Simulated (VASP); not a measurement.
# Ga2C (P6/mmm) in VASP: a series of runs, part 2 of 3

VASP 6.6.1. Earlier steps stand in the parts before.

## 3. Single point, PBE

This run uses another cell than the first one, of 13.35 Å³/atom, 0.892 times its volume.

The input, INCAR:

```
ALGO = Normal
EDIFF = 1E-6
ENCUT = 520
GGA = PE
ISIF = 2
ISMEAR = 0
LASPH = T
LCHARG = T
LELF = T
LREAL = F
LVHAR = T
LWAVE = F
NBANDS = 22
NELM = 80
PREC = Accurate
SIGMA = 0.1
```

The input, KPOINTS:

```
k-points
0
Gamma
  6 6 6
```

The input, POSCAR:

```
Ga2C
1.0
    3.4989593724      0.0000000000      0.0000000000
   -1.7494796862      3.0301877033      0.0000000000
    0.0000000000      0.0000000000      3.7779461662
Ga C
2 1
Direct
    0.3333333333      0.6666666667      0.5000000000
    0.6666666667      0.3333333333      0.5000000000
    0.0000000000      0.0000000000      0.0000000000
```

Potentials or basis: VASP PAW PBE potentials, release 64 (Ga_d, C).

On the command line:

```console
> cat potpaw_PBE.64/Ga_d/POTCAR potpaw_PBE.64/C/POTCAR > POTCAR
> mpirun -np 1 vasp_std > vasp.out
```

OUTCAR:

```text
EDIFF = 1E-6
   ENCUT = 520
   GGA = PE
   ISIF = 2
   ISMEAR = 0
   LASPH = T
   LREAL = F
   NELM = 80
   PREC = Accurate

 ion  position               nearest neighbor table
   1  0.333  0.667  0.500-   2 2.02   2 2.02   2 2.02
   2  0.667  0.333  0.500-   1 2.02   1 2.02   1 2.02
   3  0.000  0.000  0.000-

  LATTYP: Found a hexagonal cell.
 ALAT       =     3.4989593724
 C/A-ratio  =     1.0797342193

  Lattice vectors:

 A1 = (   3.4989593724,   0.0000000000,   0.0000000000)
 A2 = (  -1.7494796862,   3.0301877033,   0.0000000000)
 A3 = (   0.0000000000,   0.0000000000,   3.7779461662)

Analysis of symmetry for initial positions (statically):
=====================================================================
 Subroutine PRICEL returns:
 Original cell was already a primitive cell.

 Routine SETGRP: Setting up the symmetry group for a
 hexagonal supercell.

 Subroutine GETGRP returns: Found 24 space group operations
 (whereof 24 operations were pure point group operations)
 out of a pool of 24 trial point group operations.

The static configuration has the point symmetry D_6h.

Analysis of symmetry for dynamics (positions and initial velocities):
=====================================================================
 Subroutine PRICEL returns:
 Original cell was already a primitive cell.

 Routine SETGRP: Setting up the symmetry group for a
 hexagonal supercell.

 Subroutine GETGRP returns: Found 24 space group operations
 (whereof 24 operations were pure point group operations)
 out of a pool of 24 trial point group operations.

The dynamic configuration has the point symmetry D_6h.

 Subroutine INISYM returns: Found 24 space group operations
 (whereof 24 operations are pure point group operations),
 and found     1 'primitive' translations

----------------------------------------------------------------------------------------

                                     Primitive cell

  volume of cell :      40.0557

  direct lattice vectors                    reciprocal lattice vectors
     3.498959372  0.000000000  0.000000000     0.285799260  0.165006280  0.000000000
    -1.749479686  3.030187703  0.000000000     0.000000000  0.330012560  0.000000000
     0.000000000  0.000000000  3.777946166     0.000000000  0.000000000  0.264694084

  length of vectors
     3.498959372  3.498959372  3.777946166     0.330012560  0.330012560  0.264694084

  position of ions in fractional coordinates (direct lattice)
     0.333333333  0.666666667  0.500000000
     0.666666667  0.333333333  0.500000000
     0.000000000  0.000000000  0.000000000

  ion indices of the primitive-cell ions
   primitive index   ion index
                 1           1
                 2           2
                 3           3

----------------------------------------------------------------------------------------

 KPOINTS: k-points

Automatic generation of k-mesh.
 Grid dimensions read from file:
 generate k-points for:    6    6    6

 Generating k-lattice:

  Cartesian coordinates                     Fractional coordinates (reciprocal lattice)
     0.047633210  0.027501047  0.000000000     0.166666667  0.000000000  0.000000000
     0.000000000  0.055002093  0.000000000     0.000000000  0.166666667  0.000000000
     0.000000000  0.000000000  0.044115681     0.000000000  0.000000000  0.166666667

  Length of vectors
     0.055002093  0.055002093  0.044115681

  Shift w.r.t. Gamma in fractional coordinates (k-lattice)
     0.000000000  0.000000000  0.000000000

 Subroutine IBZKPT returns following result:
 ===========================================

 Found     28 irreducible k-points:

 Following reciprocal coordinates:
            Coordinates               Weight
  0.000000  0.000000  0.000000      1.000000
  0.166667 -0.000000  0.000000      6.000000
  0.333333  0.000000  0.000000      6.000000
  0.500000  0.000000  0.000000      3.000000
  0.166667  0.166667  0.000000      6.000000
  0.333333  0.166667  0.000000     12.000000
[... 16 lines left out ...]
  0.166667 -0.000000  0.500000      6.000000
  0.333333  0.000000  0.500000      6.000000
 [... further k-points ...]
   k-points           NKPTS =     28   k-points in BZ     NKDIM =     28   number of bands    NBANDS=     22
   number of dos      NEDOS =    301   number of ions     NIONS =      3
   total plane-waves  NPLWV =  21952
   dimension x,y,z NGX =    28 NGY =   28 NGZ =   28
   dimension x,y,z NGXF=    56 NGYF=   56 NGZF=   56
   ions per type =               2   1
   NGX,Y,Z   is equivalent  to a cutoff of  13.30, 13.30, 12.32 a.u.
   NGXF,Y,Z  is equivalent  to a cutoff of  26.61, 26.61, 24.64 a.u.
 SYSTEM =  unknown system
   PREC   = accura    normal or accurate (medium, high low for compatibility)
   ISTART =      0    job   : 0-new  1-cont  2-samecut
   ICHARG =      2    charge: 1-file 2-atom 10-const
   ISPIN  =      1    spin polarized calculation?
   LNONCOLLINEAR =      F non collinear calculations
   LSORBIT =      F    spin-orbit coupling
   LASPH  =      T    aspherical Exc in radial PAW
   ENCUT  =  520.0 eV  38.22 Ry    6.18 a.u.   6.51  6.51  7.02*2*pi/ulx,y,z
   NELM   =     80;   NELMIN=  2; NELMDL= -5     # of ELM steps
   EDIFF  = 0.1E-05   stopping-criterion for ELM
   LREAL  =      F    real-space projection
[... 7 lines left out ...]
   TEBEG  =    0.0;   TEEND  =   0.0 temperature during run
   PSTRESS=    0.0 pullay stress
   NELECT =      30.0000    total number of electrons
   NUPDOWN=      -1.0000    fix difference up-down
   EMIN   =  10.00;   EMAX   =-10.00  energy-range for DOS
   EFERMI =   0.00;   METHOD = LEGACY
   ISMEAR =     0;   SIGMA  =   0.10  broadening in eV -4-tet -1-fermi 0-gaus
   EFERMI_NEDOS =   21; number of points for ismear=-14 and -15
   IALGO  =     38    algorithm
   IMIX   =      4    mixing-type and parameters
     AMIX     =   0.40;   BMIX     =  1.00
     AMIX_MAG =   1.60;   BMIX_MAG =  1.00
  volume/ion in A,a.u.               =      13.35        90.10
  Fermi-wavevector in a.u.,A,eV,Ry     =   1.486713  2.809480 30.073175  2.210316
  Thomas-Fermi vector in A             =   2.599965
   LORBIT       =      0    0 simple, 1 ext, 2 COOP (PROOUT), +10 PAW based schemes
   GGA     = PE    functional components
   LHFCALC =     F    Hartree Fock is set to
   AEXX    =    0.0000 exact exchange contribution
   IVDW    =     0    specifies the selected vdW correction
   LEPSILON=     F    determine dielectric tensor
   LRPA    =     F    only Hartree local field effects (RPA)
 non-spin polarized calculation
 Gauss-broadening in eV      SIGMA  =   0.10
  energy-cutoff  :      520.00
  volume of cell :       40.06
 maximum number of plane-waves:      1107
 NGX is ok and might be reduce to    28
   NGX = 13   NGY = 13   NGZ = 15

 number of electron      30.0000013 magnetization

 Free energy of the ion-electron system (eV)
  ---------------------------------------------------
  ext. energy  EPLUGINS =         0.00000000
  ---------------------------------------------------
  free energy    TOTEN  =        -6.32453157 eV

  energy without entropy =       -6.31780522  energy(sigma->0) =       -6.32116840

 E-fermi :   6.1919     XC(G=0): -11.7074

 val. band max:        6.1581528438   @ k =   0.3333   0.3333   0.1667
 cond. band min:       6.1926321412   @ k =   0.5000   0.0000   0.5000
 fundamental gap:      0.0344792973
 Fermi energy:         6.1919217670

 k-point     1 :       0.0000    0.0000    0.0000
  band No.  band energies     occupation
      1     -10.1658      2.00000
      2      -9.8309      2.00000
      3      -9.8309      2.00000
      4      -9.6439      2.00000
      5      -9.6439      2.00000
      6      -9.3595      2.00000
[... 14 lines left out ...]
     21      15.7621      0.00000
     22      15.7621      0.00000

 k-point     2 :       0.1667   -0.0000    0.0000
  band No.  band energies     occupation
      1     -10.1680      2.00000
      2     -10.0399      2.00000
      3      -9.9837      2.00000
      4      -9.6753      2.00000
      5      -9.6213      2.00000
      6      -9.1428      2.00000
[... 14 lines left out ...]
     21      16.5353      0.00000
     22      17.0641      0.00000
[... 523 lines left out ...]
     21      15.4478      0.00000
     22      17.6864      0.00000

 k-point    24 :       0.3333    0.0000    0.5000
  band No.  band energies     occupation
      1     -10.3626      2.00000
      2     -10.2610      2.00000
      3      -9.9363      2.00000
      4      -9.7552      2.00000
      5      -9.6171      2.00000
      6      -9.0061      2.00000
[... 14 lines left out ...]
     21      19.4020      0.00000
     22      19.9691      0.00000

 [... further k-points ...]
[... 5 lines left out ...]
  --------------------------------------------------------------------------------------
  -------------------------------------------------------------------------------------
  Total       19.7904171     19.7904171     -4.2629353      0.0000000      0.0000000      0.0000000
  in kB      791.5918837    791.5918837   -170.5120697      0.0000000      0.0000000      0.0000000
  external PRESSURE =     470.8905659 kB  Pullay stress =       0.0000000 kB

 VOLUME and BASIS-vectors are now :
 -----------------------------------------------------------------------------
  energy-cutoff  :      520.00
  volume of cell :       40.06
      direct lattice vectors                 reciprocal lattice vectors
     3.498959372  0.000000000  0.000000000     0.285799260  0.165006280  0.000000000
    -1.749479686  3.030187703  0.000000000     0.000000000  0.330012560  0.000000000
     0.000000000  0.000000000  3.777946166     0.000000000  0.000000000  0.264694084

 POSITION                                       TOTAL-FORCE (eV/Angst)
 -----------------------------------------------------------------------------------
     -0.00000      2.02013      1.88897         0.000000     -0.000000      0.000000
      1.74948      1.01006      1.88897        -0.000000     -0.000000     -0.000000
      0.00000      0.00000      0.00000        -0.000000      0.000000     -0.000000
 -----------------------------------------------------------------------------------
    total drift:                               -0.000000      0.000000     -0.000000

  FREE ENERGIE OF THE ION-ELECTRON SYSTEM (eV)
  ---------------------------------------------------
  free  energy   TOTEN  =        -6.3245315747 eV

  energy  without entropy=       -6.3178052224  energy(sigma->0) =       -6.32116840
```

OSZICAR:

```text
N       E                     dE             d eps       ncg     rms          rms(c)
DAV:   1     0.183796899774E+03    0.18380E+03   -0.15044E+04  1324   0.265E+03
DAV:   2     0.117370287921E+02   -0.17206E+03   -0.16393E+03  1336   0.455E+02
DAV:   3    -0.595725536035E+01   -0.17694E+02   -0.17342E+02  1364   0.112E+02
DAV:   4    -0.644598510948E+01   -0.48873E+00   -0.48658E+00  1426   0.196E+01
DAV:   5    -0.645605239583E+01   -0.10067E-01   -0.10065E-01  1470   0.262E+00    0.296E+00
DAV:   6    -0.637515603185E+01    0.80896E-01   -0.46611E-01  1880   0.950E+00    0.190E+00
DAV:   7    -0.633935610605E+01    0.35800E-01   -0.98354E-02  1800   0.229E+00    0.110E+00
DAV:   8    -0.632474883168E+01    0.14607E-01   -0.26710E-02  1584   0.242E+00    0.161E-01
DAV:   9    -0.632449832671E+01    0.25050E-03   -0.69869E-03  1374   0.747E-01    0.559E-02
DAV:  10    -0.632452502221E+01   -0.26695E-04   -0.41737E-04  1620   0.180E-01    0.276E-02
DAV:  11    -0.632453302492E+01   -0.80027E-05   -0.38646E-05  1438   0.537E-02    0.770E-03
DAV:  12    -0.632453177751E+01    0.12474E-05   -0.36213E-06  1204   0.180E-02    0.282E-03
DAV:  13    -0.632453157471E+01    0.20280E-06   -0.64858E-07   820   0.871E-03
   1 F= -.63245316E+01 E0= -.63211684E+01  d E =-.672635E-02
```

Run time: 14 s. Hardware: 1 thread of Intel Xeon 6975P-C (Granite Rapids), shared host; peak memory 0.16 GiB.

Results:

- Free energy: -6.3245 eV
- Pressure: 47.1 GPa
- Band gap on the k mesh: zero (band 15 reaches 7.95 eV, above the bottom of band 16 at 3.28 eV)

## 4. Single point, PBE

This run uses another cell than the first one, of 15.39 Å³/atom, 1.028 times its volume.

The input, INCAR:

```
PREC = Accurate
ENCUT = 520
EDIFF = 1E-6
ISMEAR = 0
SIGMA = 0.1
LREAL = False
LASPH = True
NELM = 80
ALGO = Normal
ISIF = 2
LWAVE = False
LCHARG = True
GGA = PE
LELF = True
LVHAR = True
NBANDS = 22
```

The input, KPOINTS:

```
regular mesh
0
Gamma
  6 6 6
```

The input, POSCAR:

```
Ga2C
1.0
    4.3302212572      0.0000000000      0.0000000000
   -2.1651106286      3.7500816128      0.0000000000
    0.0000000000      0.0000000000      2.8433067247
Ga C
2 1
Direct
    0.3333333333      0.6666666667      0.5000000000
    0.6666666667      0.3333333333      0.5000000000
    0.0000000000      0.0000000000      0.0000000000
```

Potentials or basis: VASP PAW PBE potentials, release 64 (Ga_d, C).

On the command line:

```console
> cat potpaw_PBE.64/Ga_d/POTCAR potpaw_PBE.64/C/POTCAR > POTCAR
> mpirun -np 1 vasp_std > vasp.out
```

OUTCAR:

```text
PREC = Accurate
   ENCUT = 520
   EDIFF = 1E-6
   ISMEAR = 0
   LREAL = False
   LASPH = True
   NELM = 80
   ISIF = 2
   GGA = PE

 ion  position               nearest neighbor table
   1  0.333  0.667  0.500-   2 2.50   2 2.50   2 2.50
   2  0.667  0.333  0.500-   1 2.50   1 2.50   1 2.50
   3  0.000  0.000  0.000-

  LATTYP: Found a hexagonal cell.
 ALAT       =     4.3302212572
 C/A-ratio  =     0.6566192709

  Lattice vectors:

 A1 = (   4.3302212572,   0.0000000000,   0.0000000000)
 A2 = (  -2.1651106286,   3.7500816128,   0.0000000000)
 A3 = (   0.0000000000,   0.0000000000,   2.8433067247)

Analysis of symmetry for initial positions (statically):
=====================================================================
 Subroutine PRICEL returns:
 Original cell was already a primitive cell.

 Routine SETGRP: Setting up the symmetry group for a
 hexagonal supercell.

 Subroutine GETGRP returns: Found 24 space group operations
 (whereof 24 operations were pure point group operations)
 out of a pool of 24 trial point group operations.

[... 155 lines left out ...]

 Free energy of the ion-electron system (eV)
  ---------------------------------------------------
  ext. energy  EPLUGINS =         0.00000000
  ---------------------------------------------------
  free energy    TOTEN  =        -9.81147646 eV

  energy without entropy =       -9.79878114  energy(sigma->0) =       -9.80512880

 E-fermi :   5.2810     XC(G=0): -11.1783

 val. band max:        5.2684169502   @ k =   0.3333   0.1667   0.3333
 cond. band min:       5.2847605837   @ k =   0.3333   0.3333   0.0000
 fundamental gap:      0.0163436335
 Fermi energy:         5.2809849892

 k-point     1 :       0.0000    0.0000    0.0000
  band No.  band energies     occupation
      1      -9.9590      2.00000
      2      -9.7390      2.00000
      3      -9.7390      2.00000
      4      -9.6680      2.00000
      5      -9.6310      2.00000
      6      -9.6310      2.00000
[... 589 lines left out ...]
     21      14.3591      0.00000
     22      14.5866      0.00000

 [... further k-points ...]
[... 5 lines left out ...]
  --------------------------------------------------------------------------------------
  -------------------------------------------------------------------------------------
  Total       -0.0580366     -0.0580366      0.0742377      0.0000000     -0.0000000     -0.0000000
  in kB       -2.0139022     -2.0139022      2.5760862      0.0000000     -0.0000000     -0.0000000
  external PRESSURE =      -0.4839060 kB  Pullay stress =       0.0000000 kB

 VOLUME and BASIS-vectors are now :
 -----------------------------------------------------------------------------
  energy-cutoff  :      520.00
  volume of cell :       46.17
      direct lattice vectors                 reciprocal lattice vectors
     4.330221257  0.000000000  0.000000000     0.230935082  0.133330432  0.000000000
    -2.165110629  3.750081613  0.000000000     0.000000000  0.266660863  0.000000000
     0.000000000  0.000000000  2.843306725     0.000000000  0.000000000  0.351703174

 POSITION                                       TOTAL-FORCE (eV/Angst)
 -----------------------------------------------------------------------------------
     -0.00000      2.50005      1.42165        -0.000000      0.000000     -0.000000
      2.16511      1.25003      1.42165         0.000000      0.000000      0.000000
      0.00000      0.00000      0.00000        -0.000000      0.000000      0.000000
 -----------------------------------------------------------------------------------
    total drift:                               -0.000000      0.000000      0.000000

  FREE ENERGIE OF THE ION-ELECTRON SYSTEM (eV)
  ---------------------------------------------------
  free  energy   TOTEN  =        -9.8114764623 eV

  energy  without entropy=       -9.7987811364  energy(sigma->0) =       -9.80512880
```

OSZICAR:

```text
N       E                     dE             d eps       ncg     rms          rms(c)
DAV:   1     0.171335004750E+03    0.17134E+03   -0.14771E+04  1270   0.244E+03
DAV:   2     0.727717879652E+01   -0.16406E+03   -0.15821E+03  1346   0.437E+02
DAV:   3    -0.962820912944E+01   -0.16905E+02   -0.16509E+02  1448   0.106E+02
DAV:   4    -0.100905539854E+02   -0.46234E+00   -0.46046E+00  1422   0.186E+01
DAV:   5    -0.100987111085E+02   -0.81571E-02   -0.81553E-02  1412   0.241E+00    0.255E+00
DAV:   6    -0.987893967583E+01    0.21977E+00   -0.11748E+00  1862   0.102E+01    0.161E+00
DAV:   7    -0.981988838474E+01    0.59051E-01   -0.10822E-01  1448   0.234E+00    0.713E-01
DAV:   8    -0.981328304069E+01    0.66053E-02   -0.54210E-02  1400   0.141E+00    0.267E-01
DAV:   9    -0.981149225359E+01    0.17908E-02   -0.33277E-03  1430   0.414E-01    0.995E-02
DAV:  10    -0.981147847486E+01    0.13779E-04   -0.99706E-04  1414   0.252E-01    0.179E-02
DAV:  11    -0.981147553391E+01    0.29410E-05   -0.49133E-05  1586   0.913E-02    0.858E-03
DAV:  12    -0.981147646226E+01   -0.92835E-06   -0.69035E-06  1356   0.210E-02
   1 F= -.98114765E+01 E0= -.98051288E+01  d E =-.126953E-01
```

stdout:

```text
POSCAR found type information on POSCAR GaC
 POSCAR found :  2 types and       3 ions
 scaLAPACK will be used
 LDA part: xc-table for (Slater+PW92), standard interpolation
 POSCAR, INCAR and KPOINTS ok, starting setup
 FFT: planning ... GRIDC
 FFT: planning ... GRID_SOFT
 FFT: planning ... GRID
 WAVECAR not read
 entering main loop
```

Wall time 11 s (1 thread of Intel Xeon 6975P-C (Granite Rapids), shared host); peak memory 0.17 GiB.

What came out:

* Free energy: -9.8115 eV
* Pressure: 0.0 GPa
* Band gap on the k mesh: zero (band 15 reaches 7.10 eV, above the bottom of band 16 at 2.28 eV)

Stress tensor (GPa, compression positive):
```
-0.20  0.00  0.00
 0.00 -0.20  0.00
 0.00  0.00  0.26
```

Caveat: the k points lie up to 0.37 Å⁻¹ apart.

(Continued in part 3 of 3.)
